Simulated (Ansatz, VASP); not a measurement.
**Eu in VASP and in Ansatz**

INCAR

```
ALGO = Normal
EDIFF = 1E-6
ENCUT = 520
GGA = PE
ISIF = 2
ISMEAR = -1
ISPIN = 2
LASPH = True
LCHARG = False
LMAXMIX = 6
LORBIT = 11
LREAL = False
LWAVE = False
MAGMOM = 7
NBANDS = 18
NELM = 150
PREC = Accurate
SIGMA = 0.08
```

KPOINTS

```
k-points
0
Gamma
  9 9 9
```

Contents of POSCAR:

```
Eu
1.0
    0.0000000000      2.6525391117      2.6525391117
    2.6525391117      0.0000000000      2.6525391117
    2.6525391117      2.6525391117      0.0000000000
Eu
1
Direct
    0.0000000000      0.0000000000      0.0000000000
```

Input for Ansatz:

```yaml
crystal:
  lattice:
    - [0.0, 2.6525391117, 2.6525391117]
    - [2.6525391117, 0.0, 2.6525391117]
    - [2.6525391117, 2.6525391117, 0.0]
  atoms:
    - { symbol: Eu, position: [0.0, 0.0, 0.0], spin: 7.0 }
magnetization:
  spin_polarized: true
kpoints:
  mp_grid: { grid: [9, 9, 9] }
scf:
  occupations: { method: fermi_dirac, width: 0.08 }
hamiltonian:
  xc: pbe
  pseudopotentials: { kind: all_electron, lapw: { basis_error: 0.0005 } }
output:
  forces: true
  stress: true
  eigenvalues: false
  populations: true
```

Change from the starting cell: volume scaled by 0.86, LAPW.

Alike in both runs: task single point; functional PBE; k mesh 9 × 9 × 9; occupations fermi-dirac, width 0.08 eV; collinear spin.

|  | VASP | Ansatz |
| --- | --- | --- |
| version | VASP 6.6.1 | Ansatz 0.2.0 |
| potentials or method | VASP PAW PBE potentials, release 64 (Eu), cutoff 520 eV | all-electron LAPW, scalar-relativistic |

Ansatz gave:

| Property | Result |
| --- | --- |
| pressure (GPa) | 1.9 |
| net moment per atom (μB) | 7.48 |
| size of the moment on the site where the two differ most (μB) | 7.29 |

Q: Estimate VASP's values.

A: Pressure (GPa): 2.0; net moment per atom (μB): 7.46; size of the moment on the site where the two differ most (μB): 6.72.

Site moments also hang on the region over which each program counts them. Ansatz ran all-electron here, and VASP with PAW potentials.

Spin-orbit coupling is off throughout.
